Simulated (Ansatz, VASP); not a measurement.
**ScSbTe3: VASP beside Ansatz**

```
Sc Sb Te
1.0
     5.68391    0.00000    0.00000
     0.00000    5.68391    0.00000
     0.00000    0.00000    5.68391
Sc Sb Te
1 1 3
Direct
  0.00000 0.00000 0.00000
  0.50000 0.50000 0.50000
  0.00000 0.50000 0.50000
  0.50000 0.00000 0.50000
  0.50000 0.50000 0.00000
```

Alike in both runs: task single point; functional PBE; k mesh 4 × 4 × 4; occupations gaussian, width 0.1 eV; collinear spin.

```csv
,VASP,Ansatz
version,VASP 6.6.1,Ansatz 0.2.0
potentials or method,"VASP PAW PBE potentials, release 64 (Sc_sv, Sb, Te), cutoff 520 eV","scalar-relativistic, plane waves, PAW"
valence electrons in the cell,34,74
```

VASP gave:

| Property | Result |
| --- | --- |
| gap on the k mesh at the Fermi level (eV) | none |
| pressure (GPa) | 0.0 |
| net moment per atom (μB) | 0.10 |
| size of the moment on the site where the two differ most (μB) | 0.49 |

Estimate Ansatz's values.

gap on the k mesh at the Fermi level (eV): none; pressure (GPa): 0.0; net moment per atom (μB): 0.10; size of the moment on the site where the two differ most (μB): 0.58.

Site moments also hang on the region over which each program counts them. A gap of «none» marks a metal or a gap that the smearing closes. The functional is the same, so the differences come from potentials, cutoffs and numerics. VASP's potentials hold 34 valence electrons a cell and Ansatz's 74, so a difference there can come from the potentials and not from the codes.

Neither program's run includes spin-orbit coupling.
